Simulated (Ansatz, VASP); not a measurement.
One calculation of Si, two programs

```
CELL_PARAMETERS angstrom
2.64391 -0.00248 -0.00131
-1.32410 2.30236 0.01887
-0.00125 0.01995 2.45300
ATOMIC_POSITIONS crystal
Si 0.00000 0.00000 0.00000
```

Change from the starting cell: cell sheared at random, sigma 0.01, atoms nudged by 0.01 Å.

Alike in both runs: task single point; functional r2SCAN; k mesh 12 × 12 × 14; occupations gaussian, width 0.15 eV; no spin polarisation.

|  | VASP | Ansatz |
| --- | --- | --- |
| version | VASP 6.6.1 | Ansatz 0.2.0 |
| potentials or method | VASP PAW PBE potentials, release 64 (Si), cutoff 520 eV | scalar-relativistic, plane waves, PAW |
| valence electrons in the cell | 4 | 4 |

|  | VASP | Ansatz | Ansatz less VASP |
| --- | --- | --- | --- |
| gap on the k mesh at the Fermi level (eV) | none | none | - |
| pressure (GPa) | 0.4 | 0.5 | +0.09 |
| traceless stress, the component that is largest in VASP (GPa) | 2.39 | 2.46 | +0.065 |

VASP's potentials were made for PBE, not for r2SCAN. A gap of «none» marks a metal or a gap that the smearing closes. The functional is the same, so the differences come from potentials, cutoffs and numerics.
